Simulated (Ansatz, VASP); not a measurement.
**One calculation of CdS, two programs**

```
Cd S
1.0
     0.00000    2.52285    2.52285
     2.52285    0.00000    2.52285
     2.52285    2.52285    0.00000
Cd S
1 1
Direct
  0.00000 0.00000 0.00000
  0.50000 0.50000 0.50000
```

Alike in both runs: task relaxation of cell and atoms; functional LDA; k mesh 14 × 14 × 14; occupations fermi-dirac, width 0.05 eV; no spin polarisation.

|  | VASP | Ansatz |
| --- | --- | --- |
| version | VASP 6.6.1 | Ansatz 0.2.0 |
| potentials or method | VASP PAW LDA potentials, release 64 (Cd_sv_GW, S) | PAW with Ansatz's default frozen-core files, scalar-relativistic |
| plane-wave cutoff (eV) | 630 | 420 |
| valence electrons in the cell | 26 | 26 |

VASP gave:

- relaxed volume (Å³/atom): 18.88
- relaxed length of the cell vector where the two differ most in proportion (Å): 3.766

**Question.** Estimate Ansatz's values.

**Answer.** Relaxed volume (Å³/atom): 19.03; relaxed length of the cell vector where the two differ most in proportion (Å): 3.776.

LDA's correlation is that of Perdew and Zunger in VASP and of Perdew and Wang (1992) in Ansatz.

Noted on VASP's run: the volume moved by over 15 % at a fixed basis, so the end points are rough.
